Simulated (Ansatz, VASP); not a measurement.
Co in VASP and in Ansatz

```
Co
1.0
     2.49164    0.00000    0.00000
    -1.24582    2.15783    0.00000
     0.00000    0.00000    8.09336
Co
4
Direct
  0.00000 0.00000 0.00000
  0.33333 0.66667 0.25000
  0.00000 0.00000 0.50000
  0.66667 0.33333 0.75000
```

Alike in both runs: functional PBE; k mesh 18 × 18 × 6; occupations gaussian, width 0.1 eV; collinear spin.

Ansatz relaxed the structure, and its values are those at the end. VASP's run is a single point on that final structure, the one shown.

|  | VASP | Ansatz |
| --- | --- | --- |
| version | VASP 6.6.1 | Ansatz 0.2.0 |
| potentials or method | VASP PAW PBE potentials, release 64 (Co), cutoff 520 eV | scalar-relativistic, plane waves, PAW |
| valence electrons in the cell | 36 | 68 |

Ansatz gave:

```
gap on the k mesh at the Fermi level (eV)                     : none
pressure (GPa)                                                : 0.0
net moment per atom (μB)                                      : 1.63
size of the moment on the site where the two differ most (μB) : 1.71
```

Question: Estimate VASP's values.

Answer: gap on the k mesh at the Fermi level (eV): none; pressure (GPa): -0.8; net moment per atom (μB): 1.62; size of the moment on the site where the two differ most (μB): 1.65.

Site moments also hang on the region over which each program counts them. A gap of «none» marks a metal or a gap that the smearing closes. VASP's potentials hold 36 valence electrons a cell and Ansatz's 68, so a difference there can come from the potentials and not from the codes.
